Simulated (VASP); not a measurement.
# SnH5 (P6/mmm) in VASP: a series of runs

Runs on SnH5. Level: PBE. Tasks: relaxation of cell and atoms, single point.

Program: VASP 6.6.1. These are calculated values, not measurements. Logs are shortened: lines on timing, memory, paths and dates and some standing lists are left out, and cuts for length are marked.

### 1 The cell of the first run

It takes space group P6/mmm (No. 191, hexagonal). Conventional cell: a = 4.570 Å, b = 4.570 Å, c = 3.823 Å, α = 90.00°, β = 90.00°, γ = 120.00°. Within 3.5 Å of Sn (site symmetry 6/mmm) lie 18 H at 2.64 to 2.98 Å. Within 3.1 Å of H (site symmetry -6m2) lie 9 H at 2.32 to 2.64 Å and 3 Sn at 2.64 Å. H (site symmetry mmm) has 8 H at 2.28 to 2.32 Å and 4 Sn at 2.98 Å within 3.0 Å.

### 2 Relaxation of cell and atoms, PBE

The input, INCAR:

```
PREC = Accurate ; ENCUT = 600
EDIFF = 1E-6 ; ISMEAR = 0
SIGMA = 0.1 ; LREAL = F
LASPH = T ; NELM = 100
ALGO = Normal ; ISIF = 3
LWAVE = F ; LCHARG = F
GGA = PE ; IBRION = 2
NSW = 90 ; EDIFFG = -0.04
```

The input, KPOINTS:

```
regular mesh
0
Gamma
  6 6 4
```

The input, POSCAR:

```
SnH5
1.0
    4.5695095100      0.0000000000      0.0000000000
   -2.2847547500      3.9573113200      0.0000000000
    0.0000000000      0.0000000000      3.8234669800
Sn H
1 5
Direct
    0.0000000000      0.0000000000      0.0000000000
    0.3333333300      0.6666666700      0.0000000000
    0.6666666700      0.3333333300      0.0000000000
    0.5000000000      0.0000000000      0.5000000000
    0.5000000000      0.5000000000      0.5000000000
    0.0000000000      0.5000000000      0.5000000000
```

Potentials or basis: VASP PAW PBE potentials, release 64 (Sn_d, H).

Command:

```sh
$ cat potpaw_PBE.64/Sn_d/POTCAR potpaw_PBE.64/H/POTCAR > POTCAR
$ mpirun -np 1 vasp_std > vasp.out
```

OUTCAR:

```text
PREC = Accurate
   ENCUT = 600
   EDIFF = 1E-6
   ISMEAR = 0
   LREAL = F
   LASPH = T
   NELM = 100
   ISIF = 3
   GGA = PE
   IBRION = 2
   NSW = 90
   EDIFFG = -0.04

 ion  position               nearest neighbor table
   1  0.000  0.000  0.000-
   2  0.333  0.667  0.000-
   3  0.667  0.333  0.000-
   4  0.500  0.000  0.500-
   5  0.500  0.500  0.500-
   6  0.000  0.500  0.500-

  LATTYP: Found a hexagonal cell.
 ALAT       =     4.5695095100
 C/A-ratio  =     0.8367346586

  Lattice vectors:

 A1 = (   4.5695095100,   0.0000000000,   0.0000000000)
 A2 = (  -2.2847547500,   3.9573113200,   0.0000000000)
 A3 = (   0.0000000000,   0.0000000000,   3.8234669800)

Analysis of symmetry for initial positions (statically):
=====================================================================
 Subroutine PRICEL returns:
 Original cell was already a primitive cell.

 Routine SETGRP: Setting up the symmetry group for a
 hexagonal supercell.

 Subroutine GETGRP returns: Found 24 space group operations
 (whereof 24 operations were pure point group operations)
 out of a pool of 24 trial point group operations.

The static configuration has the point symmetry D_6h.

Analysis of symmetry for dynamics (positions and initial velocities):
=====================================================================
 Subroutine PRICEL returns:
 Original cell was already a primitive cell.

 Routine SETGRP: Setting up the symmetry group for a
 hexagonal supercell.

 Subroutine GETGRP returns: Found 24 space group operations
 (whereof 24 operations were pure point group operations)
 out of a pool of 24 trial point group operations.

The dynamic configuration has the point symmetry D_6h.

 Subroutine INISYM returns: Found 24 space group operations
 (whereof 24 operations are pure point group operations),
 and found     1 'primitive' translations

----------------------------------------------------------------------------------------

                                     Primitive cell

  volume of cell :      69.1396

  direct lattice vectors                    reciprocal lattice vectors
     4.569509510  0.000000000  0.000000000     0.218841869  0.126348411  0.000000000
    -2.284754750  3.957311320  0.000000000     0.000000000  0.252696823  0.000000000
     0.000000000  0.000000000  3.823466980     0.000000000  0.000000000  0.261542732

  length of vectors
     4.569509510  4.569509509  3.823466980     0.252696823  0.252696823  0.261542732

[... 110 lines left out ...]
   LHFCALC =     F    Hartree Fock is set to
   AEXX    =    0.0000 exact exchange contribution
   IVDW    =     0    specifies the selected vdW correction
   LEPSILON=     F    determine dielectric tensor
   LRPA    =     F    only Hartree local field effects (RPA)
 conjugate gradient relaxation of ions
 non-spin polarized calculation
 Gauss-broadening in eV      SIGMA  =   0.10
  energy-cutoff  :      600.00
  volume of cell :       69.14
 maximum number of plane-waves:      2322
 NGX is ok and might be reduce to    40
   NGX = 19   NGY = 19   NGZ = 15

--------------------------------------- Ionic step        1  -------------------------------------------

 number of electron      19.0000002 magnetization

 Free energy of the ion-electron system (eV)
  ---------------------------------------------------
  ext. energy  EPLUGINS =         0.00000000
  ---------------------------------------------------
  free energy    TOTEN  =       -12.54740630 eV

  energy without entropy =      -12.53258736  energy(sigma->0) =      -12.53999683

------------------------ aborting loop because EDIFF is reached ----------------------------------------

  FORCE on cell =-STRESS in cart. coord.  units (eV):
  Direction    XX          YY          ZZ          XY          YZ          ZX
  --------------------------------------------------------------------------------------
  -------------------------------------------------------------------------------------
  Total       -6.2486365     -6.2486365     -4.5909925     -0.0000000     -0.0000000      0.0000000
  in kB     -144.8000451   -144.8000452   -106.3873578     -0.0000002     -0.0000000      0.0000000
  external PRESSURE =    -131.9958160 kB  Pullay stress =       0.0000000 kB
[... 27 lines left out ...]
--------------------------------------- Ionic step        2  -------------------------------------------

 number of electron      19.0000003 magnetization

 E-fermi :   2.3635     XC(G=0):  -9.2718

 val. band max:        2.2813596309   @ k =   0.3333   0.3333   0.2500
 cond. band min:       2.3783842437   @ k =   0.0000   0.0000   0.2500
 fundamental gap:      0.0970246128
 Fermi energy:         2.3635449188

 k-point     1 :       0.0000    0.0000    0.0000
  band No.  band energies     occupation
      1     -18.9090      2.00000
      2     -18.8442      2.00000
      3     -18.8442      2.00000
      4     -18.8361      2.00000
      5     -18.8361      2.00000
      6      -7.2476      2.00000
      7       1.1646      2.00000
      8       2.1340      1.99883
      9       2.7158      0.00000
     10       2.7158      0.00000
     11       2.8904      0.00000
     12       4.2071      0.00000
     13       4.2071      0.00000
[... 391 lines left out ...]
  FREE ENERGIE OF THE ION-ELECTRON SYSTEM (eV)
  ---------------------------------------------------
  free  energy   TOTEN  =       -14.2450067264 eV

  energy  without entropy=      -14.2383210010  energy(sigma->0) =      -14.24166386

[... ionic steps 4 to 13 ...]

--------------------------------------- Ionic step       14  -------------------------------------------

 number of electron      19.0000001 magnetization

------------------------ aborting loop because EDIFF is reached ----------------------------------------
[... 75 lines left out ...]
--------------------------------------- Ionic step       16  -------------------------------------------

 number of electron      19.0000001 magnetization

 Free energy of the ion-electron system (eV)
  ---------------------------------------------------
  ext. energy  EPLUGINS =         0.00000000
  ---------------------------------------------------
  free energy    TOTEN  =       -14.68127694 eV

  energy without entropy =      -14.67844374  energy(sigma->0) =      -14.67986034

 E-fermi :   5.3929     XC(G=0): -10.4461

 val. band max:        5.3857883329   @ k =   0.5000  -0.0000   0.5000
 cond. band min:       5.4877490402   @ k =   0.0000   0.0000   0.2500
 fundamental gap:      0.1019607073
 Fermi energy:         5.3928636459

 k-point     1 :       0.0000    0.0000    0.0000
  band No.  band energies     occupation
      1     -16.3198      2.00000
      2     -16.1734      2.00000
      3     -16.1734      2.00000
      4     -16.1696      2.00000
      5     -16.1696      2.00000
      6      -7.1265      2.00000
      7       1.3534      2.00000
      8       5.3449      1.50277
      9       5.5699      0.01232
     10       7.2069      0.00000
     11       7.2069      0.00000
     12       9.1157      0.00000
     13       9.1157      0.00000
[... 351 lines left out ...]
  FREE ENERGIE OF THE ION-ELECTRON SYSTEM (eV)
  ---------------------------------------------------
  free  energy   TOTEN  =       -14.6812769440 eV

  energy  without entropy=      -14.6784437389  energy(sigma->0) =      -14.67986034

 reached required accuracy - stopping structural energy minimisation
```

CONTCAR:

```text
SnH5
   1.00000000000000
     3.6268719470826620   -0.0000000011599329   -0.0000000000000000
    -1.8134359705773053    3.1409632436166532    0.0000000000000000
     0.0000000000000000   -0.0000000000000000    3.8574990522909913
  Sn              H
     1     5
Direct
     0.0000000000000000    0.0000000000000000    0.0000000000000000
     0.3333333300000021    0.6666666699999979    1.0000000000000000
     0.6666666699999979    0.3333333300000021    0.0000000000000000
     0.5000000000000000    0.0000000000000000    0.5000000000000000
     0.5000000000000000    0.5000000000000000    0.5000000000000000
     0.0000000000000000    0.5000000000000000    0.5000000000000000

  0.00000000E+00  0.00000000E+00  0.00000000E+00
  0.00000000E+00  0.00000000E+00  0.00000000E+00
  0.00000000E+00  0.00000000E+00  0.00000000E+00
  0.00000000E+00  0.00000000E+00  0.00000000E+00
  0.00000000E+00  0.00000000E+00  0.00000000E+00
  0.00000000E+00  0.00000000E+00  0.00000000E+00
```

Wall time 3.1 min (1 thread of AMD EPYC 9R45 (Zen 5), shared host); peak memory 0.21 GiB.

What came out:

```yaml
Free_energy: -14.6813 eV
Relaxed_volume: 7.32 Å³/atom
Relaxed_cell: a = 3.627 Å, b = 3.627 Å, c = 3.857 Å, α = 90.00°, β = 90.00°, γ = 120.00°
Space_group_after_relaxing_to_0.05_Å: P6/mmm (No. 191)
Energy_gained_by_relaxing: 355.6 meV/atom
Ionic_steps: 16
Pressure_after_relaxing: -0.1 GPa
```

Stress tensor (GPa, compression positive):
```
-0.56  0.00  0.00
 0.00 -0.56  0.00
 0.00  0.00  0.71
```

The path:
```
step  energy change (eV)  largest force (eV/Å)  pressure (GPa)  volume (Å³)
   1              0.0000                0.0000          -13.20        69.14
   2             -0.7551                0.0000          -12.72        60.06
   3             -1.6976                0.0000            9.11        37.62
   4             -1.7640                0.0000           -2.52        43.30
   5             -1.7825                0.0000            0.10        41.60
   6             -1.7826                0.0000            0.97        41.14
   7             -1.8293                0.0000            1.13        41.08
   8             -1.9881                0.0000            2.94        40.79
   9             -1.9651                0.0000            9.86        39.78
  10             -2.0045                0.0000            9.14        40.02
  11             -2.0661                0.0000            5.81        40.45
  12             -2.0657                0.0000            6.71        40.34
  13             -2.0807                0.0000            5.95        40.93
  14             -2.0866                0.0000            5.36        41.47
  15             -2.1095                0.0000            3.76        42.10
  16             -2.1339                0.0000           -0.14        43.94
```

Final structure:
```cif
data_structure
_symmetry_space_group_name_H-M 'P 1'
_symmetry_Int_Tables_number 1
_cell_length_a 3.6269
_cell_length_b 3.6269
_cell_length_c 3.8575
_cell_angle_alpha 90.000
_cell_angle_beta 90.000
_cell_angle_gamma 120.000
_cell_volume 43.94
loop_
_atom_site_label
_atom_site_type_symbol
_atom_site_fract_x
_atom_site_fract_y
_atom_site_fract_z
_atom_site_occupancy
Sn1 Sn 0.00000 0.00000 0.00000 1
H1 H 0.33333 0.66667 0.00000 1
H2 H 0.66667 0.33333 0.00000 1
H3 H 0.50000 0.00000 0.50000 1
H4 H 0.50000 0.50000 0.50000 1
H5 H 0.00000 0.50000 0.50000 1
```

Caveat: the k points lie up to 0.41 Å⁻¹ apart in the final cell; the volume moved by over 15 % at a fixed basis, so the end points are rough; spin-orbit coupling is left out, which moves the levels of the heavy elements.

[end of part 1 of 2]
